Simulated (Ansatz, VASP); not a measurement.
# InP in VASP and in Ansatz

```xyz
2
Lattice="0.0000 2.9305 2.9305 2.9305 0.0000 2.9305 2.9305 2.9305 0.0000" Properties=species:S:1:pos:R:3 pbc="T T T"
In    0.0000    0.0000    0.0000
P     4.3957    4.3957    4.3957
```

Alike in both runs: task relaxation of cell and atoms; functional PBE; k mesh 8 × 8 × 8; occupations fermi-dirac, width 0.05 eV; no spin polarisation.

|  | VASP | Ansatz |
| --- | --- | --- |
| version | VASP 6.6.1 | Ansatz 0.2.0 |
| potentials or method | VASP PAW PBE potentials, release 64 (In_d_GW, P_GW) | Ansatz PAW |
| plane-wave cutoff (eV) | 680 | 420 |
| valence electrons in the cell | 18 | 18 |

Ansatz gave:

| Property | Result |
| --- | --- |
| gap on the k mesh at the Fermi level, each at its own relaxed structure (eV) | 0.44 |
| relaxed volume (Å³/atom) | 26.47 |
| relaxed cell length with the largest relative difference (Å) | 4.214 |

Which values does VASP return?

gap on the k mesh at the Fermi level, each at its own relaxed structure (eV): 0.44; relaxed volume (Å³/atom): 26.42; relaxed cell length with the largest relative difference (Å): 4.212.

Noted on Ansatz's run: the plane-wave basis is chosen anew once the cell has moved, so the energies of steps on either side of that aren't comparable.
